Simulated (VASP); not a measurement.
# OsRh (R-3m) in VASP: notebook

OsRh is run at these levels: PBE; tasks: single point, relaxation of cell and atoms.

Everything below comes from runs of VASP 6.6.1. Logs are shortened: lines on timing, memory, paths and dates and some standing lists are left out, and cuts for length are marked.

**1. The cell of the first run**

It takes space group R-3m (No. 166, trigonal). The conventional cell has a = 2.639 Å, b = 2.639 Å, c = 12.610 Å, α = 90.00°, β = 90.00°, γ = 120.00°. Within 3.4 Å of Os (site symmetry -3m) lie 6 Rh at 2.60 Å and 6 Os at 2.64 Å. Rh (site symmetry -3m) has 6 Os at 2.60 Å and 6 Rh at 2.64 Å within 3.4 Å.

**2. Single point, PBE**

Contents of INCAR:

```
SYSTEM = OsRh
PREC = Accurate ; ENCUT = 520
EDIFF = 1E-6 ; ISMEAR = 0
SIGMA = 0.1 ; LREAL = .False.
LASPH = .True. ; NELM = 100
ALGO = Normal ; ISIF = 2
LWAVE = .False. ; LCHARG = .False.
GGA = PE ; NBANDS = 18
```

Contents of KPOINTS:

```
Automatic mesh
0
Gamma
  6 6 6
  0 0 0
```

Contents of POSCAR:

```
OsRh
1.0
    1.3196913811      0.7619241741      4.2034614362
   -1.3196913811      0.7619241741      4.2034614362
    0.0000000000     -1.5238483483      4.2034614362
Os Rh
1 1
Direct
    0.0000000000      0.0000000000      0.0000000000
    0.5000000000      0.5000000000      0.5000000000
```

Potentials or basis: VASP PAW PBE potentials, release 64 (Os, Rh_pv).

Launch:

```bash
> cat potpaw_PBE.64/Os/POTCAR potpaw_PBE.64/Rh_pv/POTCAR > POTCAR
> mpirun -np 1 vasp_std > vasp.out
```

OUTCAR:

```text
SYSTEM = OsRh
   PREC = Accurate
   ENCUT = 520
   EDIFF = 1E-6
   ISMEAR = 0
   LREAL = .False.
   LASPH = .True.
   NELM = 100
   ISIF = 2
   GGA = PE

 ion  position               nearest neighbor table
   1  0.000  0.000  0.000-   2 2.60   2 2.60   2 2.60   2 2.60   2 2.60   2 2.60
   2  0.500  0.500  0.500-   1 2.60   1 2.60   1 2.60   1 2.60   1 2.60   1 2.60

  LATTYP: Found a trigonal (rhomboedric) cell.
 ALAT       =     4.4711521819
 COS(alpha) =     0.8257648184

  Lattice vectors:

 A1 = (   1.3196913811,   0.7619241741,   4.2034614362)
 A2 = (  -1.3196913811,   0.7619241741,   4.2034614362)
 A3 = (   0.0000000000,  -1.5238483483,   4.2034614362)

Analysis of symmetry for initial positions (statically):
=====================================================================
 Subroutine PRICEL returns:
 Original cell was already a primitive cell.

 Routine SETGRP: Setting up the symmetry group for a
 trigonal (rhombohedral) supercell.

 Subroutine GETGRP returns: Found 12 space group operations
 (whereof 12 operations were pure point group operations)
 out of a pool of 12 trial point group operations.

The static configuration has the point symmetry D_3d.

Analysis of symmetry for dynamics (positions and initial velocities):
=====================================================================
 Subroutine PRICEL returns:
 Original cell was already a primitive cell.

 Routine SETGRP: Setting up the symmetry group for a
 trigonal (rhombohedral) supercell.

 Subroutine GETGRP returns: Found 12 space group operations
 (whereof 12 operations were pure point group operations)
 out of a pool of 12 trial point group operations.

The dynamic configuration has the point symmetry D_3d.

 Subroutine INISYM returns: Found 12 space group operations
 (whereof 12 operations are pure point group operations),
 and found     1 'primitive' translations

----------------------------------------------------------------------------------------

                                     Primitive cell

  volume of cell :      25.3596

  direct lattice vectors                    reciprocal lattice vectors
     1.319691381  0.761924174  4.203461436     0.378876461  0.218744427  0.079299724
    -1.319691381  0.761924174  4.203461436    -0.378876461  0.218744427  0.079299724
     0.000000000 -1.523848348  4.203461436     0.000000000 -0.437488853  0.079299724

  length of vectors
     4.471152182  4.471152182  4.471152182     0.444617749  0.444617749  0.444617749

  position of ions in fractional coordinates (direct lattice)
     0.000000000  0.000000000  0.000000000
     0.500000000  0.500000000  0.500000000

  ion indices of the primitive-cell ions
   primitive index   ion index
                 1           1
                 2           2

----------------------------------------------------------------------------------------

 KPOINTS: Automatic mesh

Automatic generation of k-mesh.
 Grid dimensions read from file:
 generate k-points for:    6    6    6

 Generating k-lattice:

  Cartesian coordinates                     Fractional coordinates (reciprocal lattice)
     0.063146077  0.036457404  0.013216621     0.166666667 -0.000000000  0.000000000
    -0.063146077  0.036457404  0.013216621    -0.000000000  0.166666667  0.000000000
     0.000000000 -0.072914809  0.013216621     0.000000000  0.000000000  0.166666667

  Length of vectors
     0.074102958  0.074102958  0.074102958

  Shift w.r.t. Gamma in fractional coordinates (k-lattice)
     0.000000000  0.000000000  0.000000000

 Subroutine IBZKPT returns following result:
 ===========================================

 Found     32 irreducible k-points:

 Following reciprocal coordinates:
            Coordinates               Weight
  0.000000  0.000000  0.000000      1.000000
  0.166667  0.000000  0.000000      6.000000
  0.333333  0.000000  0.000000      6.000000
  0.500000  0.000000  0.000000      3.000000
  0.166667  0.166667  0.000000      6.000000
  0.333333  0.166667  0.000000     12.000000
[... 16 lines left out ...]
  0.500000  0.500000  0.166667      6.000000
 -0.333333  0.500000  0.166667     12.000000
 [... further k-points ...]
   k-points           NKPTS =     32   k-points in BZ     NKDIM =     32   number of bands    NBANDS=     18
   number of dos      NEDOS =    301   number of ions     NIONS =      2
   total plane-waves  NPLWV =  46656
   dimension x,y,z NGX =    36 NGY =   36 NGZ =   36
   dimension x,y,z NGXF=    72 NGYF=   72 NGZF=   72
   ions per type =               1   1
   NGX,Y,Z   is equivalent  to a cutoff of  13.39, 13.39, 13.39 a.u.
   NGXF,Y,Z  is equivalent  to a cutoff of  26.77, 26.77, 26.77 a.u.
 SYSTEM =  OsRh
   PREC   = accura    normal or accurate (medium, high low for compatibility)
   ISTART =      0    job   : 0-new  1-cont  2-samecut
   ICHARG =      2    charge: 1-file 2-atom 10-const
   ISPIN  =      1    spin polarized calculation?
   LNONCOLLINEAR =      F non collinear calculations
   LSORBIT =      F    spin-orbit coupling
   LASPH  =      T    aspherical Exc in radial PAW
   ENCUT  =  520.0 eV  38.22 Ry    6.18 a.u.   8.31  8.31  8.31*2*pi/ulx,y,z
   NELM   =    100;   NELMIN=  2; NELMDL= -5     # of ELM steps
   EDIFF  = 0.1E-05   stopping-criterion for ELM
   LREAL  =      F    real-space projection
   EDIFFG = 0.1E-04   stopping-criterion for IOM
   NSW    =      0    number of steps for IOM
   IBRION =     -1    ionic relax: 0-MD 1-quasi-New 2-CG
   NFREE  =      0    steps in history (QN), initial steepest desc. (CG)
   ISIF   =      2    stress and relaxation
   ISYM   =      2    0-nonsym 1-usesym 2-fastsym
   POTIM  = 0.5000    time-step for ionic-motion
   TEBEG  =    0.0;   TEEND  =   0.0 temperature during run
   PSTRESS=    0.0 pullay stress
   NELECT =      23.0000    total number of electrons
   NUPDOWN=      -1.0000    fix difference up-down
   EMIN   =  10.00;   EMAX   =-10.00  energy-range for DOS
   EFERMI =   0.00;   METHOD = LEGACY
   ISMEAR =     0;   SIGMA  =   0.10  broadening in eV -4-tet -1-fermi 0-gaus
   EFERMI_NEDOS =   21; number of points for ismear=-14 and -15
   IALGO  =     38    algorithm
   IMIX   =      4    mixing-type and parameters
     AMIX     =   0.40;   BMIX     =  1.00
     AMIX_MAG =   1.60;   BMIX_MAG =  1.00
  volume/ion in A,a.u.               =      12.68        85.57
  Fermi-wavevector in a.u.,A,eV,Ry     =   1.584662  2.994577 34.166317  2.511153
  Thomas-Fermi vector in A             =   2.684245
   LORBIT       =      0    0 simple, 1 ext, 2 COOP (PROOUT), +10 PAW based schemes
   GGA     = PE    functional components
   LHFCALC =     F    Hartree Fock is set to
   AEXX    =    0.0000 exact exchange contribution
   IVDW    =     0    specifies the selected vdW correction
   LEPSILON=     F    determine dielectric tensor
   LRPA    =     F    only Hartree local field effects (RPA)
 non-spin polarized calculation
 Gauss-broadening in eV      SIGMA  =   0.10
  energy-cutoff  :      520.00
  volume of cell :       25.36
 maximum number of plane-waves:       695
 NGX is ok and might be reduce to    36
   NGX = 17   NGY = 17   NGZ = 17

 number of electron      23.0000000 magnetization

 Free energy of the ion-electron system (eV)
  ---------------------------------------------------
  ext. energy  EPLUGINS =         0.00000000
  ---------------------------------------------------
  free energy    TOTEN  =       -17.86194162 eV

  energy without entropy =      -17.84800758  energy(sigma->0) =      -17.85497460

 E-fermi :  12.2933     XC(G=0): -14.6081

 val. band max:       12.2757315668   @ k =   0.5000   0.1667   0.1667
 cond. band min:      12.3006129637   @ k =   0.5000   0.5000   0.0000
 fundamental gap:      0.0248813969
 Fermi energy:        12.2932987918

 k-point     1 :       0.0000    0.0000    0.0000
  band No.  band energies     occupation
      1     -35.0505      2.00000
      2     -34.4587      2.00000
      3     -34.4587      2.00000
      4       1.7729      2.00000
      5       4.6748      2.00000
      6       8.4742      2.00000
[... 10 lines left out ...]
     17      26.3604      0.00000
     18      27.3553      0.00000

 k-point     2 :       0.1667    0.0000    0.0000
  band No.  band energies     occupation
      1     -35.0319      2.00000
      2     -34.6348      2.00000
      3     -34.5004      2.00000
      4       2.9553      2.00000
      5       5.5771      2.00000
      6       7.6342      2.00000
[... 10 lines left out ...]
     17      28.3490      0.00000
     18      29.1009      0.00000

 k-point     3 :       0.3333    0.0000    0.0000
  band No.  band energies     occupation
      1     -34.9944      2.00000
      2     -34.9777      2.00000
      3     -34.5831      2.00000
      4       5.0219      2.00000
      5       6.1737      2.00000
      6       7.0829      2.00000
[... 10 lines left out ...]
     17      25.2274      0.00000
     18      28.0999      0.00000

 k-point     4 :       0.5000    0.0000    0.0000
  band No.  band energies     occupation
      1     -35.1449      2.00000
      2     -34.9754      2.00000
      3     -34.6240      2.00000
      4       5.1629      2.00000
      5       6.0961      2.00000
      6       6.8214      2.00000
[... 375 lines left out ...]
      4       5.3331      2.00000
      5       5.6360      2.00000
      6       6.1978      2.00000
[... 10 lines left out ...]
     17      24.5233      0.00000
     18      25.0262      0.00000

 k-point    23 :       0.5000    0.5000    0.1667
  band No.  band energies     occupation
      1     -34.9918      2.00000
      2     -34.9708      2.00000
      3     -34.5818      2.00000
      4       4.5295      2.00000
      5       5.1748      2.00000
      6       5.5166      2.00000
[... 10 lines left out ...]
     17      27.1199      0.00000
     18      27.9407      0.00000

 k-point    24 :      -0.3333    0.5000    0.1667
  band No.  band energies     occupation
      1     -35.0511      2.00000
      2     -34.9672      2.00000
      3     -34.7133      2.00000
      4       4.9960      2.00000
      5       5.2383      2.00000
      6       5.8413      2.00000
[... 10 lines left out ...]
     17      23.8085      0.00000
     18      27.7670      0.00000

 [... further k-points ...]

------------------------ aborting loop because EDIFF is reached ----------------------------------------

  FORCE on cell =-STRESS in cart. coord.  units (eV):
  Direction    XX          YY          ZZ          XY          YZ          ZX
  --------------------------------------------------------------------------------------
  -------------------------------------------------------------------------------------
  Total        6.6610479      6.6610479      9.7219101      0.0000000     -0.0000000      0.0000000
  in kB      420.8338724    420.8338724    614.2140319      0.0000000     -0.0000000      0.0000000
  external PRESSURE =     485.2939256 kB  Pullay stress =       0.0000000 kB

 VOLUME and BASIS-vectors are now :
 -----------------------------------------------------------------------------
  energy-cutoff  :      520.00
  volume of cell :       25.36
      direct lattice vectors                 reciprocal lattice vectors
     1.319691381  0.761924174  4.203461436     0.378876461  0.218744427  0.079299724
    -1.319691381  0.761924174  4.203461436    -0.378876461  0.218744427  0.079299724
     0.000000000 -1.523848348  4.203461436     0.000000000 -0.437488853  0.079299724

 POSITION                                       TOTAL-FORCE (eV/Angst)
 -----------------------------------------------------------------------------------
      0.00000      0.00000      0.00000         0.000000      0.000000     -0.000000
      0.00000     -0.00000      6.30519        -0.000000      0.000000      0.000000
 -----------------------------------------------------------------------------------
    total drift:                                0.000000     -0.000000      0.000000

  FREE ENERGIE OF THE ION-ELECTRON SYSTEM (eV)
  ---------------------------------------------------
  free  energy   TOTEN  =       -17.8619416171 eV

  energy  without entropy=      -17.8480075842  energy(sigma->0) =      -17.85497460
```

Run time: 21 s. Hardware: 1 thread of Intel Xeon Platinum 8559C (Emerald Rapids), shared host; peak memory 0.21 GiB.

What came out:

* Free energy: -17.8619 eV
* Pressure: 48.5 GPa
* Band gap on the k mesh: zero (an odd number of electrons rules out a gap without spin polarisation)

Caveat: the k points lie up to 0.47 Å⁻¹ apart, too coarse for converged energies and pressures of a metal; spin-orbit coupling is left out, which moves the levels of the heavy elements.

**3. Single point, PBE**

This run uses another cell than the first one, of 14.17 Å³/atom.

Contents of INCAR:

```
ALGO = Normal
EDIFF = 1E-6
ENCUT = 520
GGA = PE
ISIF = 2
ISMEAR = 0
LASPH = T
LCHARG = F
LREAL = F
LWAVE = F
NBANDS = 18
NELM = 60
PREC = Accurate
SIGMA = 0.1
```

Contents of KPOINTS:

```
k-points
0
Gamma
  6 6 6
```

Contents of POSCAR:

```
OsRh
1.0
    1.3568081818      0.7833535690      4.4444739223
   -1.3568081818      0.7833535690      4.4444739223
    0.0000000000     -1.5667071380      4.4444739223
Os Rh
1 1
Direct
    0.0000000000      0.0000000000      0.0000000000
    0.5000000000      0.5000000000      0.5000000000
```

Potentials or basis: VASP PAW PBE potentials, release 64 (Os, Rh_pv).

Launch:

```bash
> cat potpaw_PBE.64/Os/POTCAR potpaw_PBE.64/Rh_pv/POTCAR > POTCAR
> mpirun -np 1 vasp_std > vasp.out
```

Wall time 17 s (1 thread of Intel Xeon Platinum 8559C (Emerald Rapids), shared host); peak memory 0.21 GiB.

It converged, with:

```yaml
Free_energy: -18.2946 eV
Pressure: 0.1 GPa
Band_gap_on_the_k_mesh: zero (an odd number of electrons rules out a gap without spin polarisation)
```

Levels at points of the mesh, in eV from the Fermi level:
| k point | band 8 | band 9 | band 10 | band 11 | band 12 | band 13 | band 14 | band 15 | band 16 | band 17 |
| --- | --- | --- | --- | --- | --- | --- | --- | --- | --- | --- |
| (0.00, 0.00, 0.00) | -3.08 | -3.00 | -3.00 | -0.65 | -0.65 | 0.14 | 1.52 | 1.52 | 8.53 | 14.41 |
| (0.50, 0.00, 0.00) | -2.89 | -2.53 | -1.72 | -0.75 | 0.60 | 2.62 | 3.78 | 5.43 | 9.27 | 9.68 |
| (0.50, 0.50, 0.00) | -3.14 | 0.21 | 0.57 | 0.96 | 1.52 | 2.06 | 2.68 | 2.71 | 8.50 | 12.23 |
| (0.50, 0.50, 0.50) | -2.69 | -2.69 | -2.44 | -2.44 | -1.03 | -1.03 | 0.33 | 0.33 | 14.04 | 15.10 |

Caveat: the k points lie up to 0.45 Å⁻¹ apart, too coarse for converged energies and pressures of a metal; spin-orbit coupling is left out, which moves the levels of the heavy elements.

**4. Relaxation of cell and atoms, PBE**

Contents of INCAR:

```
ALGO = Normal
EDIFF = 1E-7
EDIFFG = -0.04
ENCUT = 600
GGA = PE
IBRION = 2
ISIF = 3
ISMEAR = 0
LASPH = T
LCHARG = F
LREAL = F
LWAVE = F
NELM = 100
NSW = 90
PREC = Accurate
SIGMA = 0.1
```

KPOINTS is that of step 3.

Contents of POSCAR:

```
OsRh
1.0
    1.3196913811      0.7619241741      4.2034614362
   -1.3196913811      0.7619241741      4.2034614362
    0.0000000000     -1.5238483483      4.2034614362
Os Rh
1 1
Direct
    0.0000000000      0.0000000000      0.0000000000
    0.5000000000      0.5000000000      0.5000000000
```

Launch:

```bash
> cat potpaw_PBE.64/Os/POTCAR potpaw_PBE.64/Rh_pv/POTCAR > POTCAR
> mpirun -np 1 vasp_std > vasp.out
```

It took 1.8 min on 1 thread of Intel Xeon Platinum 8559C (Emerald Rapids), shared host; peak memory 0.23 GiB.

It converged, with:

```yaml
Free_energy: -18.2923 eV
Relaxed_volume: 14.17 Å³/atom
Relaxed_cell: a = 4.712 Å, b = 4.712 Å, c = 4.712 Å, α = 33.46°, β = 33.46°, γ = 33.46°
Space_group_after_relaxing_to_0.1_Å: R-3m (No. 166)
Pressure_after_relaxing: 0.1 GPa
Band_gap_on_the_k_mesh: zero (an odd number of electrons rules out a gap without spin polarisation)
```

Final structure:
```
Os Rh
1.0
     1.35663    0.78325    4.44434
    -1.35663    0.78325    4.44434
     0.00000   -1.56650    4.44434
Os Rh
1 1
Direct
  0.00000 0.00000 0.00000
  0.50000 0.50000 0.50000
```

Levels at points of the mesh, in eV from the Fermi level:
| k point | band 9 | band 10 | band 11 | band 12 | band 13 | band 14 | band 15 |
| --- | --- | --- | --- | --- | --- | --- | --- |
| (0.00, 0.00, 0.00) | -3.00 | -3.00 | -0.65 | -0.65 | 0.14 | 1.52 | 1.52 |
| (0.50, 0.00, 0.00) | -2.53 | -1.72 | -0.75 | 0.60 | 2.62 | 3.78 | 5.43 |
| (0.50, 0.50, 0.00) | 0.21 | 0.57 | 0.96 | 1.52 | 2.06 | 2.68 | 2.71 |
| (0.50, 0.50, 0.50) | -2.69 | -2.44 | -2.44 | -1.03 | -1.03 | 0.33 | 0.33 |

Caveat: the k points lie up to 0.45 Å⁻¹ apart in the final cell, too coarse for converged energies and pressures of a metal; spin-orbit coupling is left out, which moves the levels of the heavy elements.

**5. Single point, PBE**

This run uses another cell than the first one, of 14.14 Å³/atom.

Contents of INCAR:

```
SYSTEM = OsRh
PREC = Accurate ; ENCUT = 520
EDIFF = 1E-6 ; ISMEAR = 0
SIGMA = 0.1 ; LREAL = .FALSE.
LASPH = .TRUE. ; NELM = 60
ALGO = Fast ; ISIF = 2
LWAVE = .FALSE. ; LCHARG = .FALSE.
GGA = PE ; NBANDS = 18
```

Contents of KPOINTS:

```
Automatic mesh
0
G
  24 24 24
  0 0 0
```

Contents of POSCAR:

```
OsRh
1.0
    1.3538731315      0.7816590169      4.4528471096
   -1.3538731315      0.7816590169      4.4528471096
    0.0000000000     -1.5633180338      4.4528471096
Os Rh
1 1
Direct
    0.0000000000      0.0000000000      0.0000000000
    0.5000000000      0.5000000000      0.5000000000
```

Launch:

```bash
> cat potpaw_PBE.64/Os/POTCAR potpaw_PBE.64/Rh_pv/POTCAR > POTCAR
> mpirun -np 1 vasp_std > vasp.out
```

Wall time 12 min (1 thread of Intel Xeon Platinum 8559C (Emerald Rapids), shared host); peak memory 0.81 GiB.

Results (log left out):

```yaml
Free_energy: -18.3635 eV
Pressure: 0.0 GPa
Band_gap_on_the_k_mesh: zero (an odd number of electrons rules out a gap without spin polarisation)
```

Stress tensor (GPa, compression positive):
```
-0.04  0.00  0.00
 0.00 -0.04  0.00
 0.00  0.00  0.10
```

Levels at points of the mesh, in eV from the Fermi level:
```tsv
k point	band 9	band 10	band 11	band 12	band 13	band 14
(0.00, 0.00, 0.00)	-3.00	-3.00	-0.69	-0.69	0.09	1.51
(0.50, 0.00, 0.00)	-2.54	-1.78	-0.72	0.50	2.70	3.77
(0.50, 0.50, 0.00)	0.21	0.47	0.91	1.50	2.05	2.70
(0.50, 0.50, 0.50)	-2.82	-2.41	-2.41	-1.08	-1.08	0.37
```

Caveat: spin-orbit coupling is left out, which moves the levels of the heavy elements.

**6. The runs side by side**

```csv
task,cell,k mesh,cutoff (eV),gap on the mesh (eV),pressure (GPa)
single point,"a = 4.471 Å, angles 34.3°, 2 atoms",6 × 6 × 6,520,none,48.5
single point,"a = 4.713 Å, angles 33.5°, 2 atoms",6 × 6 × 6,520,none,0.1
relaxation of cell and atoms,"relaxed from a = 4.471 Å, angles 34.3°, 2 atoms",6 × 6 × 6,600,none,0.1
single point,"a = 4.719 Å, angles 33.3°, 2 atoms",24 × 24 × 24,520,none,0.0
```

Alike in all rows: level PBE; potentials or basis VASP PAW PBE potentials, release 64 (Os, Rh_pv); no spin polarisation; smearing gaussian 0.1 eV.

Caveats: some runs use coarse meshes; spin-orbit coupling is left out, which moves the levels of the heavy elements.

Absolute energies hang on the potentials; compare differences alone.

The gap in the log of VASP goes by the Fermi energy; the results here count the filled bands.